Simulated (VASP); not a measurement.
# SiNi (P2_13) in VASP: a series of runs, part 2 of 2

VASP 6.6.1. The steps go on from the part before.

### Step 3. Single point, r2SCAN (10.79 Å³/atom)

This run uses another cell than the first one, of 10.79 Å³/atom.

File POSCAR:

```
SiNi
1.0
    4.4198447579      0.0000000000      0.0000000000
    0.0000000000      4.4198447579      0.0000000000
    0.0000000000      0.0000000000      4.4198447579
Si Ni
4 4
Direct
    0.6529173877      0.1529173877      0.3470826123
    0.1529173877      0.3470826123      0.6529173877
    0.3470826123      0.6529173877      0.1529173877
    0.8470826123      0.8470826123      0.8470826123
    0.3506731362      0.8506731362      0.6493268638
    0.8506731362      0.6493268638      0.3506731362
    0.6493268638      0.3506731362      0.8506731362
    0.1493268638      0.1493268638      0.1493268638
```

File INCAR.step1:

```
SYSTEM = SiNi
PREC = Accurate
ENCUT = 520
ISMEAR = 0
SIGMA = 0.1
LREAL = .FALSE.
LASPH = .TRUE.
NELM = 80
NBANDS = 38
GGA = PE
ALGO = Normal
EDIFF = 1E-4
LWAVE = .TRUE.
LCHARG = .FALSE.
```

File INCAR.step2:

```
SYSTEM = SiNi
PREC = Accurate
ENCUT = 520
EDIFF = 1E-6
ISMEAR = 0
SIGMA = 0.1
LREAL = .FALSE.
LASPH = .TRUE.
NELM = 80
ALGO = Normal
ISIF = 2
LWAVE = .FALSE.
LCHARG = .FALSE.
METAGGA = R2SCAN
LMIXTAU = .TRUE.
NBANDS = 38
ISTART = 1
```

File KPOINTS:

```
Automatic mesh
0
G
  8 8 8
  0 0 0
```

Potentials or basis: VASP PAW PBE potentials, release 64 (Si, Ni).

On the command line:

```console
> cat potpaw_PBE.64/Si/POTCAR potpaw_PBE.64/Ni/POTCAR > POTCAR
> cp INCAR.step1 INCAR
> mpirun -np 1 vasp_std > vasp.out
> cp INCAR.step2 INCAR
> mpirun -np 1 vasp_std > vasp.out
```

OUTCAR:

```text
SYSTEM = SiNi
   PREC = Accurate
   ENCUT = 520
   EDIFF = 1E-6
   ISMEAR = 0
   LREAL = .FALSE.
   LASPH = .TRUE.
   NELM = 80
   ISIF = 2
   METAGGA = R2SCAN
   ISTART = 1

 ion  position               nearest neighbor table
   1  0.653  0.153  0.347-   5 2.31   6 2.36   7 2.36   8 2.36   7 2.39   6 2.39   8 2.39   2 2.73
                             4 2.73   3 2.73   3 2.73   2 2.73   4 2.73
   2  0.153  0.347  0.653-   6 2.31   5 2.36   7 2.36   8 2.36   5 2.39   8 2.39   7 2.39   1 2.73
                             3 2.73   3 2.73   4 2.73   1 2.73   4 2.73
   3  0.347  0.653  0.153-   7 2.31   6 2.36   5 2.36   8 2.36   6 2.39   5 2.39   8 2.39   1 2.73
                             2 2.73   2 2.73   1 2.73   4 2.73   4 2.73
   4  0.847  0.847  0.847-   8 2.31   6 2.36   7 2.36   5 2.36   7 2.39   6 2.39   5 2.39   2 2.73
                             3 2.73   1 2.73   1 2.73   2 2.73   3 2.73
   5  0.351  0.851  0.649-   1 2.31   2 2.36   3 2.36   4 2.36   3 2.39   2 2.39   4 2.39   8 2.72
                             8 2.72   6 2.72   7 2.72   7 2.72   6 2.72
   6  0.851  0.649  0.351-   2 2.31   1 2.36   3 2.36   4 2.36   1 2.39   4 2.39   3 2.39   8 2.72
                             5 2.72   7 2.72   8 2.72   7 2.72   5 2.72
   7  0.649  0.351  0.851-   3 2.31   2 2.36   1 2.36   4 2.36   2 2.39   1 2.39   4 2.39   8 2.72
                             5 2.72   6 2.72   6 2.72   5 2.72   8 2.72
   8  0.149  0.149  0.149-   4 2.31   2 2.36   3 2.36   1 2.36   3 2.39   2 2.39   1 2.39   5 2.72
                             6 2.72   7 2.72   5 2.72   6 2.72   7 2.72

  LATTYP: Found a simple cubic cell.
 ALAT       =     4.4198447579

  Lattice vectors:

 A1 = (   4.4198447579,   0.0000000000,   0.0000000000)
 A2 = (   0.0000000000,   4.4198447579,   0.0000000000)
 A3 = (   0.0000000000,   0.0000000000,   4.4198447579)

Analysis of symmetry for initial positions (statically):
=====================================================================
 Subroutine PRICEL returns:
 Original cell was already a primitive cell.

 Routine SETGRP: Setting up the symmetry group for a
 simple cubic supercell.

 Subroutine GETGRP returns: Found 12 space group operations
 (whereof  3 operations were pure point group operations)
 out of a pool of 48 trial point group operations.

[... 159 lines left out ...]
 non-spin polarized calculation
 Gauss-broadening in eV      SIGMA  =   0.10
  energy-cutoff  :      520.00
  volume of cell :       86.34
 maximum number of plane-waves:      2360
 NGX is ok and might be reduce to    36
   NGX = 17   NGY = 17   NGZ = 17

 number of electron      56.0000002 magnetization

 Free energy of the ion-electron system (eV)
  ---------------------------------------------------
  ext. energy  EPLUGINS =         0.00000000
  ---------------------------------------------------
  free energy    TOTEN  =       -85.80913216 eV

  energy without entropy =      -85.79818251  energy(sigma->0) =      -85.80365733

 E-fermi :  12.8389     XC(G=0): -13.8737

 val. band max:       12.8192190150   @ k =  -0.1250   0.3750   0.0000
 cond. band min:      12.8570597444   @ k =   0.2500   0.2500   0.0000
 fundamental gap:      0.0378407293
 Fermi energy:        12.8389077760

 k-point     1 :       0.0000    0.0000    0.0000
  band No.  band energies     occupation
      1      -2.7478      2.00000
      2       3.1882      2.00000
      3       3.1882      2.00000
      4       3.1882      2.00000
      5       5.7914      2.00000
      6       5.7914      2.00000
[... 973 lines left out ...]
     37      17.8093      0.00000
     38      18.9024      0.00000

 [... further k-points ...]

------------------------ aborting loop because EDIFF is reached ----------------------------------------

  FORCE on cell =-STRESS in cart. coord.  units (eV):
  Direction    XX          YY          ZZ          XY          YZ          ZX
  --------------------------------------------------------------------------------------
  -------------------------------------------------------------------------------------
  Total        3.6343535      3.6343535      3.6343535      0.0000000     -0.0000000     -0.0000000
  in kB       67.4398662     67.4398662     67.4398662      0.0000000     -0.0000000     -0.0000000
  external PRESSURE =      67.4398662 kB  Pullay stress =       0.0000000 kB

 VOLUME and BASIS-vectors are now :
 -----------------------------------------------------------------------------
  energy-cutoff  :      520.00
  volume of cell :       86.34
      direct lattice vectors                 reciprocal lattice vectors
     4.419844758  0.000000000  0.000000000     0.226252290  0.000000000  0.000000000
     0.000000000  4.419844758  0.000000000     0.000000000  0.226252290  0.000000000
     0.000000000  0.000000000  4.419844758     0.000000000  0.000000000  0.226252290

 POSITION                                       TOTAL-FORCE (eV/Angst)
 -----------------------------------------------------------------------------------
      2.88579      0.67587      1.53405        -0.001921     -0.001921      0.001921
      0.67587      1.53405      2.88579        -0.001921      0.001921     -0.001921
      1.53405      2.88579      0.67587         0.001921     -0.001921     -0.001921
      3.74397      3.74397      3.74397         0.001921      0.001921      0.001921
      1.54992      3.75984      2.86992         0.001000      0.001000     -0.001000
      3.75984      2.86992      1.54992         0.001000     -0.001000      0.001000
      2.86992      1.54992      3.75984        -0.001000      0.001000      0.001000
      0.66000      0.66000      0.66000        -0.001000     -0.001000     -0.001000
 -----------------------------------------------------------------------------------
    total drift:                                0.000000      0.000000      0.000000

  FREE ENERGIE OF THE ION-ELECTRON SYSTEM (eV)
  ---------------------------------------------------
  free  energy   TOTEN  =       -85.8091321585 eV

  energy  without entropy=      -85.7981825070  energy(sigma->0) =      -85.80365733
```

OUTCAR.step1:

```text
SYSTEM = SiNi
   PREC = Accurate
   ENCUT = 520
   ISMEAR = 0
   LREAL = .FALSE.
   LASPH = .TRUE.
   NELM = 80
[... 1238 lines left out ...]
      3.75984      2.86992      1.54992        -0.015379      0.015379     -0.015379
      2.86992      1.54992      3.75984         0.015379     -0.015379     -0.015379
      0.66000      0.66000      0.66000         0.015379      0.015379      0.015379
 -----------------------------------------------------------------------------------
    total drift:                                0.000000      0.000000      0.000000

  FREE ENERGIE OF THE ION-ELECTRON SYSTEM (eV)
  ---------------------------------------------------
  free  energy   TOTEN  =       -46.5943443977 eV

  energy  without entropy=      -46.5838630469  energy(sigma->0) =      -46.58910372
```

OSZICAR.step1:

```text
N       E                     dE             d eps       ncg     rms          rms(c)
DAV:   1     0.375623789297E+03    0.37562E+03   -0.24198E+04  3420   0.178E+03
DAV:   2    -0.202107081763E+02   -0.39583E+03   -0.37950E+03  3420   0.374E+02
DAV:   3    -0.515538270366E+02   -0.31343E+02   -0.30134E+02  3844   0.124E+02
DAV:   4    -0.526060176865E+02   -0.10522E+01   -0.10447E+01  4160   0.211E+01
DAV:   5    -0.526389855837E+02   -0.32968E-01   -0.32952E-01  4164   0.353E+00    0.281E+01
DAV:   6    -0.573946174001E+02   -0.47556E+01   -0.10020E+02  4082   0.145E+02    0.303E+01
DAV:   7    -0.465086854170E+02    0.10886E+02   -0.35298E+01  3980   0.972E+01    0.634E+00
DAV:   8    -0.467162772177E+02   -0.20759E+00   -0.40477E+00  5078   0.127E+01    0.380E+00
DAV:   9    -0.465953708387E+02    0.12091E+00   -0.37072E-01  4078   0.874E+00    0.696E-01
DAV:  10    -0.465951882936E+02    0.18255E-03   -0.22989E-02  3874   0.113E+00    0.334E-01
DAV:  11    -0.465943990373E+02    0.78926E-03   -0.22616E-03  5180   0.635E-01    0.790E-02
DAV:  12    -0.465943443977E+02    0.54640E-04   -0.30485E-04  2774   0.139E-01
   1 F= -.46594344E+02 E0= -.46589104E+02  d E =-.104814E-01
```

Run time: 12 min. Hardware: 1 thread of Intel Xeon 8259CL, shared host; peak memory 0.29 GiB.

What came out:

```yaml
Free_energy: -85.8091 eV
Pressure: 6.7 GPa
Largest_force: 0.003 eV/Å
Band_gap_on_the_k_mesh: zero (bands 28 and 29 overlap by 1.40 eV)
```

Forces in eV/Å, atoms in the order of the input:
```
Si  -0.002 -0.002  0.002
Si  -0.002  0.002 -0.002
Si   0.002 -0.002 -0.002
Si   0.002  0.002  0.002
Ni   0.001  0.001 -0.001
Ni   0.001 -0.001  0.001
Ni  -0.001  0.001  0.001
Ni  -0.001 -0.001 -0.001
```

Levels at points of the mesh, in eV from the Fermi level:
```tsv
k point	band 25	band 26	band 27	band 28	band 29	band 30	band 31	band 32
(0.00, 0.00, 0.00)	-1.86	-1.86	-1.86	1.22	1.22	1.22	1.40	1.40
(0.50, 0.00, 0.00)	-2.29	-2.29	-0.77	-0.77	-0.18	-0.18	2.99	2.99
(0.50, 0.50, 0.00)	-1.80	-1.80	-1.14	-1.14	0.45	0.45	0.95	0.95
(0.50, 0.50, 0.50)	-2.06	-2.06	-2.06	-2.06	4.82	4.82	4.82	4.82
```

Caveat: the cell stands under pressure; the PAW data sets were made with another functional, which shifts forces and pressure a little. Spin polarisation is off, so any magnetic state and its effect on volume and gap are missing.

The gap in the log of VASP goes by the Fermi energy; the results here count the filled bands.